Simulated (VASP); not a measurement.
# Hg (P6/mmm) in VASP: notebook

Runs on Hg. Level: PBE. Tasks: single point, relaxation of cell and atoms.

Everything below comes from runs of VASP 6.6.1. Logs are shortened: lines on timing, memory, paths and dates and some standing lists are left out, and cuts for length are marked.

## (1) The cell of the first run

The structure is hexagonal, space group P6/mmm (No. 191). Conventional cell: a = 3.751 Å, b = 3.751 Å, c = 4.556 Å, α = 90.00°, β = 90.00°, γ = 120.00°. Hg (site symmetry 6mm) has 2 Hg at 2.25 to 2.30 Å within 3.0 Å.

The cell was generated, and may not be a known phase.

## (2) Single point, PBE

INCAR

```
SYSTEM = Hg
  PREC = Accurate
  ENCUT = 520
  EDIFF = 1E-6
  ISMEAR = 0
  SIGMA = 0.1
  LREAL = .False.
  LASPH = .True.
  NELM = 100
  ALGO = Normal
  ISIF = 2
  LWAVE = .False.
  LCHARG = .False.
  GGA = PE
  NBANDS = 19
```

KPOINTS

```
Automatic mesh
0
Gamma
  6 6 4
  0 0 0
```

POSCAR

```
Hg
1.0
    3.7510875800      0.0000000000      0.0000000000
   -1.8755437900      3.2485371400      0.0000000000
    0.0000000000      0.0000000000      4.5557933700
Hg
2
Direct
    0.0000000000      0.0000000000      0.7527127400
    0.0000000000      0.0000000000      0.2472872600
```

Potentials or basis: VASP PAW PBE potentials, release 64 (Hg).

The run is started by

```
cat potpaw_PBE.64/Hg/POTCAR > POTCAR
mpirun -np 1 vasp_std > vasp.out
```

OUTCAR:

```text
SYSTEM = Hg
   PREC = Accurate
   ENCUT = 520
   EDIFF = 1E-6
   ISMEAR = 0
   LREAL = .False.
   LASPH = .True.
   NELM = 100
   ISIF = 2
   GGA = PE

 ion  position               nearest neighbor table
   1  0.000  0.000  0.753-   2 2.25   2 2.30
   2  0.000  0.000  0.247-   1 2.25   1 2.30

  LATTYP: Found a hexagonal cell.
 ALAT       =     3.7510875800
 C/A-ratio  =     1.2145259936

  Lattice vectors:

 A1 = (   3.7510875800,   0.0000000000,   0.0000000000)
 A2 = (  -1.8755437900,   3.2485371400,   0.0000000000)
 A3 = (   0.0000000000,   0.0000000000,   4.5557933700)

Analysis of symmetry for initial positions (statically):
=====================================================================
 Subroutine PRICEL returns:
 Original cell was already a primitive cell.

 Routine SETGRP: Setting up the symmetry group for a
 hexagonal supercell.

 Subroutine GETGRP returns: Found 24 space group operations
 (whereof 24 operations were pure point group operations)
 out of a pool of 24 trial point group operations.

The static configuration has the point symmetry D_6h.

Analysis of symmetry for dynamics (positions and initial velocities):
=====================================================================
 Subroutine PRICEL returns:
 Original cell was already a primitive cell.

 Routine SETGRP: Setting up the symmetry group for a
 hexagonal supercell.

 Subroutine GETGRP returns: Found 24 space group operations
 (whereof 24 operations were pure point group operations)
 out of a pool of 24 trial point group operations.

The dynamic configuration has the point symmetry D_6h.

 Subroutine INISYM returns: Found 24 space group operations
 (whereof 24 operations are pure point group operations),
 and found     1 'primitive' translations

----------------------------------------------------------------------------------------

                                     Primitive cell

  volume of cell :      55.5148

  direct lattice vectors                    reciprocal lattice vectors
     3.751087580  0.000000000  0.000000000     0.266589350  0.153915433  0.000000000
    -1.875543790  3.248537140  0.000000000     0.000000000  0.307830866  0.000000000
     0.000000000  0.000000000  4.555793370     0.000000000  0.000000000  0.219500736

  length of vectors
     3.751087580  3.751087583  4.555793370     0.307830866  0.307830866  0.219500736

  position of ions in fractional coordinates (direct lattice)
     0.000000000  0.000000000  0.752712740
     0.000000000  0.000000000  0.247287260

  ion indices of the primitive-cell ions
   primitive index   ion index
                 1           1
                 2           2

----------------------------------------------------------------------------------------

 KPOINTS: Automatic mesh

Automatic generation of k-mesh.
 Grid dimensions read from file:
 generate k-points for:    6    6    4

 Generating k-lattice:

  Cartesian coordinates                     Fractional coordinates (reciprocal lattice)
     0.044431558  0.025652572  0.000000000     0.166666667 -0.000000000  0.000000000
     0.000000000  0.051305144  0.000000000     0.000000000  0.166666667  0.000000000
     0.000000000  0.000000000  0.054875184     0.000000000  0.000000000  0.250000000

  Length of vectors
     0.051305144  0.051305144  0.054875184

  Shift w.r.t. Gamma in fractional coordinates (k-lattice)
     0.000000000  0.000000000  0.000000000

 Subroutine IBZKPT returns following result:
 ===========================================

 Found     21 irreducible k-points:

 Following reciprocal coordinates:
            Coordinates               Weight
  0.000000  0.000000  0.000000      1.000000
  0.166667  0.000000  0.000000      6.000000
  0.333333  0.000000  0.000000      6.000000
  0.500000  0.000000  0.000000      3.000000
  0.166667  0.166667  0.000000      6.000000
  0.333333  0.166667  0.000000     12.000000
[... 13 lines left out ...]
  0.333333  0.166667  0.500000     12.000000
  0.333333  0.333333  0.500000      2.000000
   k-points           NKPTS =     21   k-points in BZ     NKDIM =     21   number of bands    NBANDS=     19
   number of dos      NEDOS =    301   number of ions     NIONS =      2
   total plane-waves  NPLWV =  28224
   dimension x,y,z NGX =    28 NGY =   28 NGZ =   36
   dimension x,y,z NGXF=    56 NGYF=   56 NGZF=   72
   ions per type =               2
   NGX,Y,Z   is equivalent  to a cutoff of  12.41, 12.41, 13.14 a.u.
   NGXF,Y,Z  is equivalent  to a cutoff of  24.82, 24.82, 26.27 a.u.
 SYSTEM =  Hg
   PREC   = accura    normal or accurate (medium, high low for compatibility)
   ISTART =      0    job   : 0-new  1-cont  2-samecut
   ICHARG =      2    charge: 1-file 2-atom 10-const
   ISPIN  =      1    spin polarized calculation?
   LNONCOLLINEAR =      F non collinear calculations
   LSORBIT =      F    spin-orbit coupling
   LASPH  =      T    aspherical Exc in radial PAW
   ENCUT  =  520.0 eV  38.22 Ry    6.18 a.u.   6.97  6.97  8.47*2*pi/ulx,y,z
   NELM   =    100;   NELMIN=  2; NELMDL= -5     # of ELM steps
   EDIFF  = 0.1E-05   stopping-criterion for ELM
   LREAL  =      F    real-space projection
   EDIFFG = 0.1E-04   stopping-criterion for IOM
   NSW    =      0    number of steps for IOM
   IBRION =     -1    ionic relax: 0-MD 1-quasi-New 2-CG
   NFREE  =      0    steps in history (QN), initial steepest desc. (CG)
   ISIF   =      2    stress and relaxation
   ISYM   =      2    0-nonsym 1-usesym 2-fastsym
   POTIM  = 0.5000    time-step for ionic-motion
   TEBEG  =    0.0;   TEEND  =   0.0 temperature during run
   PSTRESS=    0.0 pullay stress
   NELECT =      24.0000    total number of electrons
   NUPDOWN=      -1.0000    fix difference up-down
   EMIN   =  10.00;   EMAX   =-10.00  energy-range for DOS
   EFERMI =   0.00;   METHOD = LEGACY
   ISMEAR =     0;   SIGMA  =   0.10  broadening in eV -4-tet -1-fermi 0-gaus
   EFERMI_NEDOS =   21; number of points for ismear=-14 and -15
   IALGO  =     38    algorithm
   IMIX   =      4    mixing-type and parameters
     AMIX     =   0.40;   BMIX     =  1.00
     AMIX_MAG =   1.60;   BMIX_MAG =  1.00
  volume/ion in A,a.u.               =      27.76       187.32
  Fermi-wavevector in a.u.,A,eV,Ry     =   1.237871  2.339238 20.848558  1.532326
  Thomas-Fermi vector in A             =   2.372421
   LORBIT       =      0    0 simple, 1 ext, 2 COOP (PROOUT), +10 PAW based schemes
   GGA     = PE    functional components
   LHFCALC =     F    Hartree Fock is set to
   AEXX    =    0.0000 exact exchange contribution
   IVDW    =     0    specifies the selected vdW correction
   LEPSILON=     F    determine dielectric tensor
   LRPA    =     F    only Hartree local field effects (RPA)
 non-spin polarized calculation
 Gauss-broadening in eV      SIGMA  =   0.10
  energy-cutoff  :      520.00
  volume of cell :       55.51
 maximum number of plane-waves:      1506
 NGX is ok and might be reduce to    28
   NGX = 13   NGY = 13   NGZ = 17

 number of electron      24.0000001 magnetization

 Free energy of the ion-electron system (eV)
  ---------------------------------------------------
  ext. energy  EPLUGINS =         0.00000000
  ---------------------------------------------------
  free energy    TOTEN  =         2.55013715 eV

  energy without entropy =        2.55956601  energy(sigma->0) =        2.55485158

 E-fermi :   1.8973     XC(G=0):  -9.6974

 val. band max:        1.6788083508   @ k =   0.3333   0.3333   0.0000
 cond. band min:       1.9047937312   @ k =   0.3333   0.1667   0.2500
 fundamental gap:      0.2259853803
 Fermi energy:         1.8972583130

 k-point     1 :       0.0000    0.0000    0.0000
  band No.  band energies     occupation
      1     -10.1848      2.00000
      2      -7.4445      2.00000
      3      -7.4445      2.00000
      4      -5.8978      2.00000
      5      -5.6363      2.00000
      6      -5.6363      2.00000
[... 11 lines left out ...]
     18      14.5912      0.00000
     19      14.5912      0.00000

 k-point     2 :       0.1667    0.0000    0.0000
  band No.  band energies     occupation
      1     -10.1696      2.00000
      2      -7.5275      2.00000
      3      -7.4622      2.00000
      4      -5.7376      2.00000
      5      -5.5268      2.00000
      6      -5.4204      2.00000
[... 11 lines left out ...]
     18      14.8340      0.00000
     19      15.0274      0.00000

 k-point     3 :       0.3333    0.0000    0.0000
  band No.  band energies     occupation
      1     -10.1419      2.00000
      2      -7.6837      2.00000
      3      -7.4973      2.00000
      4      -5.8662      2.00000
      5      -5.2940      2.00000
      6      -4.8139      2.00000
[... 11 lines left out ...]
     18      12.3765      0.00000
     19      13.8617      0.00000

 k-point     4 :       0.5000    0.0000    0.0000
  band No.  band energies     occupation
      1     -10.1291      2.00000
      2      -7.7575      2.00000
      3      -7.5147      2.00000
      4      -5.9332      2.00000
      5      -5.1696      2.00000
      6      -4.8427      2.00000
[... 11 lines left out ...]
     18      11.2015      0.00000
     19      13.2761      0.00000

 k-point     5 :       0.1667    0.1667    0.0000
  band No.  band energies     occupation
      1     -10.1485      2.00000
      2      -7.6309      2.00000
      3      -7.5041      2.00000
      4      -5.7107      2.00000
      5      -5.5041      2.00000
      6      -4.7616      2.00000
[... 11 lines left out ...]
     18      12.8008      0.00000
     19      13.4675      0.00000
[... 268 lines left out ...]
      2      -6.1867      2.00000
      3      -6.1344      2.00000
      4      -5.8834      2.00000
      5      -5.8600      2.00000
      6      -5.5997      2.00000
[... 11 lines left out ...]
     18      11.4880      0.00000
     19      17.2438      0.00000

 k-point    19 :       0.1667    0.1667    0.5000
  band No.  band energies     occupation
      1      -6.5675      2.00000
      2      -6.2111      2.00000
      3      -6.0269      2.00000
      4      -5.8682      2.00000
      5      -5.7767      2.00000
      6      -5.6172      2.00000
[... 11 lines left out ...]
     18      14.5920      0.00000
     19      14.7863      0.00000

 k-point    20 :       0.3333    0.1667    0.5000
  band No.  band energies     occupation
      1      -6.5454      2.00000
      2      -6.1852      2.00000
      3      -6.1013      2.00000
      4      -5.9307      2.00000
      5      -5.8515      2.00000
      6      -5.6837      2.00000
[... 11 lines left out ...]
     18      14.3724      0.00000
     19      16.7912      0.00000

 k-point    21 :       0.3333    0.3333    0.5000
  band No.  band energies     occupation
      1      -6.5375      2.00000
      2      -6.1757      2.00000
      3      -6.0467      2.00000
      4      -6.0467      2.00000
      5      -5.7996      2.00000
      6      -5.7996      2.00000
[... 11 lines left out ...]
     18      18.0141      0.00000
     19      18.0161      0.00000

------------------------ aborting loop because EDIFF is reached ----------------------------------------

  FORCE on cell =-STRESS in cart. coord.  units (eV):
  Direction    XX          YY          ZZ          XY          YZ          ZX
  --------------------------------------------------------------------------------------
  -------------------------------------------------------------------------------------
  Total       -0.1917225     -0.1917225     37.4467084      0.0000000     -0.0000000     -0.0000000
  in kB       -5.5331772     -5.5331773   1080.7249355      0.0000000     -0.0000000     -0.0000000
  external PRESSURE =     356.5528603 kB  Pullay stress =       0.0000000 kB

 VOLUME and BASIS-vectors are now :
 -----------------------------------------------------------------------------
  energy-cutoff  :      520.00
  volume of cell :       55.51
      direct lattice vectors                 reciprocal lattice vectors
     3.751087580  0.000000000  0.000000000     0.266589350  0.153915433  0.000000000
    -1.875543790  3.248537140  0.000000000     0.000000000  0.307830866  0.000000000
     0.000000000  0.000000000  4.555793370     0.000000000  0.000000000  0.219500736

 POSITION                                       TOTAL-FORCE (eV/Angst)
 -----------------------------------------------------------------------------------
      0.00000      0.00000      3.42920         0.000000      0.000000     -1.847987
      0.00000      0.00000      1.12659        -0.000000     -0.000000      1.847987
 -----------------------------------------------------------------------------------
    total drift:                               -0.000000     -0.000000      0.000000

  FREE ENERGIE OF THE ION-ELECTRON SYSTEM (eV)
  ---------------------------------------------------
  free  energy   TOTEN  =         2.5501371525 eV

  energy  without entropy=        2.5595660128  energy(sigma->0) =        2.55485158
```

It took 25 s on 1 thread of Intel Xeon 8259CL, shared host; peak memory 0.17 GiB.

Results:

| Item | Value |
| --- | --- |
| Free energy | 2.5501 eV |
| Pressure | 35.7 GPa |
| Largest force | 1.848 eV/Å |
| Band gap on the k mesh | zero (bands 12 and 13 overlap by 2.34 eV) |

Forces in eV/Å, atoms in the order of the input:
```
Hg   0.000  0.000 -1.848
Hg   0.000  0.000  1.848
```

Stress tensor (GPa, compression positive):
```
 -0.55   0.00   0.00
  0.00  -0.55   0.00
  0.00   0.00 108.07
```

Levels at points of the mesh, in eV from the Fermi level:
```tsv
k point	band 9	band 10	band 11	band 12	band 13	band 14	band 15	band 16
(0.00, 0.00, 0.00)	-5.73	-5.10	-5.10	0.37	3.63	6.26	6.26	10.20
(0.50, 0.00, 0.00)	-5.11	-4.81	-4.79	-1.89	2.60	3.76	5.19	6.20
(0.00, 0.00, 0.50)	-7.07	-7.07	-6.35	-6.23	9.90	9.90	10.04	10.04
(0.50, 0.00, 0.50)	-6.75	-6.69	-3.53	-3.44	1.00	1.12	6.93	7.06
```

Caveat: the stress differs along the axes, from -1 to 108 GPa; spin-orbit coupling is left out, which moves the levels of the heavy elements; forces of over 1 eV/Å act on the atoms, so gaps and moduli don't describe the material at rest.

## (3) Relaxation of cell and atoms, PBE

INCAR

```
SYSTEM = Hg
PREC = Accurate ; ENCUT = 600
EDIFF = 1E-6 ; ISMEAR = 0
SIGMA = 0.1 ; LREAL = .False.
LASPH = .True. ; NELM = 100
ALGO = Normal ; ISIF = 3
LWAVE = .False. ; LCHARG = .False.
GGA = PE ; IBRION = 2
NSW = 90 ; EDIFFG = -0.04
```

KPOINTS

```
regular mesh
0
Gamma
  6 6 4
  0 0 0
```

POSCAR is that of step 2.

Potentials or basis: VASP PAW PBE potentials, release 64 (Hg).

The run is started by

```
cat potpaw_PBE.64/Hg/POTCAR > POTCAR
mpirun -np 1 vasp_std > vasp.out
```

OUTCAR:

```text
SYSTEM = Hg
   PREC = Accurate
   ENCUT = 600
   EDIFF = 1E-6
   ISMEAR = 0
   LREAL = .False.
   LASPH = .True.
   NELM = 100
   ISIF = 3
   GGA = PE
   IBRION = 2
   NSW = 90
   EDIFFG = -0.04

 ion  position               nearest neighbor table
   1  0.000  0.000  0.753-   2 2.25   2 2.30
   2  0.000  0.000  0.247-   1 2.25   1 2.30

  LATTYP: Found a hexagonal cell.
 ALAT       =     3.7510875800
 C/A-ratio  =     1.2145259936

  Lattice vectors:

 A1 = (   3.7510875800,   0.0000000000,   0.0000000000)
 A2 = (  -1.8755437900,   3.2485371400,   0.0000000000)
 A3 = (   0.0000000000,   0.0000000000,   4.5557933700)

Analysis of symmetry for initial positions (statically):
=====================================================================
 Subroutine PRICEL returns:
 Original cell was already a primitive cell.

 Routine SETGRP: Setting up the symmetry group for a
 hexagonal supercell.

 Subroutine GETGRP returns: Found 24 space group operations
 (whereof 24 operations were pure point group operations)
 out of a pool of 24 trial point group operations.

The static configuration has the point symmetry D_6h.

[... 149 lines left out ...]

 number of electron      24.0000002 magnetization

 Free energy of the ion-electron system (eV)
  ---------------------------------------------------
  ext. energy  EPLUGINS =         0.00000000
  ---------------------------------------------------
  free energy    TOTEN  =         2.54994873 eV

  energy without entropy =        2.55937753  energy(sigma->0) =        2.55466313

------------------------ aborting loop because EDIFF is reached ----------------------------------------

  FORCE on cell =-STRESS in cart. coord.  units (eV):
  Direction    XX          YY          ZZ          XY          YZ          ZX
  --------------------------------------------------------------------------------------
  -------------------------------------------------------------------------------------
  Total       -0.1644722     -0.1644722     37.4685630      0.0000000     -0.0000000      0.0000000
  in kB       -4.7467238     -4.7467238   1081.3556680      0.0000000     -0.0000000      0.0000000
  external PRESSURE =     357.2874068 kB  Pullay stress =       0.0000000 kB
[... 892 lines left out ...]
      3      -4.4163      2.00000
      4      -4.4163      2.00000
      5      -4.3298      2.00000
      6      -4.2641      2.00000
[... 8 lines left out ...]
     15       6.2434      0.00000
     16       6.2434      0.00000

[... ionic steps 4 to 13 ...]

--------------------------------------- Ionic step       14  -------------------------------------------

 number of electron      23.9999997 magnetization

------------------------ aborting loop because EDIFF is reached ----------------------------------------
[... 67 lines left out ...]
--------------------------------------- Ionic step       16  -------------------------------------------

 number of electron      23.9999994 magnetization

 Free energy of the ion-electron system (eV)
  ---------------------------------------------------
  ext. energy  EPLUGINS =         0.00000000
  ---------------------------------------------------
  free energy    TOTEN  =        -0.39068818 eV

  energy without entropy =       -0.38728669  energy(sigma->0) =       -0.38898743

 E-fermi :   1.8166     XC(G=0):  -9.8627

 val. band max:        1.7660204370   @ k =   0.3333   0.3333   0.2500
 cond. band min:       1.8432743655   @ k =   0.5000   0.0000   0.5000
 fundamental gap:      0.0772539285
 Fermi energy:         1.8165670555
[... 426 lines left out ...]
  FREE ENERGIE OF THE ION-ELECTRON SYSTEM (eV)
  ---------------------------------------------------
  free  energy   TOTEN  =        -0.3906881757 eV

  energy  without entropy=       -0.3872866906  energy(sigma->0) =       -0.38898743

 reached required accuracy - stopping structural energy minimisation
```

It took 6.1 min on 1 thread of Intel Xeon 8259CL, shared host; peak memory 0.2 GiB.

Results:

| Quantity | Value |
| --- | --- |
| Free energy | -0.3907 eV |
| Relaxed volume | 28.15 Å³/atom |
| Relaxed cell | a = 3.288 Å, b = 3.288 Å, c = 6.015 Å, α = 90.00°, β = 90.00°, γ = 120.00° |
| Space group after relaxing (to 0.1 Å) | P6/mmm (No. 191) |
| Energy gained by relaxing | 1470.3 meV/atom |
| Ionic steps | 16 |
| Pressure after relaxing | 0.0 GPa |
| Largest force after relaxing | 0.012 eV/Å |
| Band gap on the k mesh | zero (bands 12 and 13 overlap by 2.83 eV) |

Forces in eV/Å, atoms in the order of the input:
```
Hg   0.000  0.000  0.012
Hg   0.000  0.000 -0.012
```

Step by step:
```csv
step,energy change (eV),largest force (eV/Å),pressure (GPa),volume (Å³)
1,0.0000,1.8477,35.73,55.51
2,-2.4109,0.0266,-3.76,104.85
3,-2.6932,0.0042,-1.28,97.52
4,-2.7229,0.0047,-0.94,95.61
5,-2.7539,0.0239,-0.57,92.03
6,-2.7426,0.3934,-1.36,73.83
7,-2.7939,0.2722,-1.72,71.04
8,-2.9082,0.0381,-1.55,62.93
9,-2.6457,0.5576,7.97,48.00
10,-2.9212,0.1186,-1.22,60.93
11,-2.9251,0.1723,-0.85,59.36
12,-2.9375,0.1215,-0.13,56.53
13,-2.9382,0.1090,0.18,55.62
14,-2.9382,0.1109,0.11,55.78
15,-2.9400,0.0546,0.07,56.01
16,-2.9406,0.0123,0.03,56.30
```

Final structure:
```
CELL_PARAMETERS angstrom
3.28759 0.00000 0.00000
-1.64380 2.84714 0.00000
0.00000 0.00000 6.01470
ATOMIC_POSITIONS crystal
Hg 0.00000 0.00000 0.74965
Hg 0.00000 0.00000 0.25035
```

Levels at points of the mesh, in eV from the Fermi level:
```
           k point  band 9  band 10  band 11  band 12  band 13  band 14  band 15  band 16
(0.00, 0.00, 0.00)   -6.71    -6.05    -6.05    -2.80    -1.64    10.06    11.55    11.55
(0.50, 0.00, 0.00)   -5.96    -5.59    -2.59    -1.37     1.12     1.82     2.09     7.18
(0.00, 0.00, 0.50)   -6.40    -6.40    -6.39    -6.39     4.02     4.05    13.31    13.31
(0.50, 0.00, 0.50)   -5.99    -5.99    -1.91    -1.89     0.03     0.04     8.22     8.24
```

Caveat: a cell axis changed by over 15 % at a fixed basis, so the end point is rough; spin-orbit coupling is left out, which moves the levels of the heavy elements.

The gap in the log of VASP goes by the Fermi energy; the results here count the filled bands.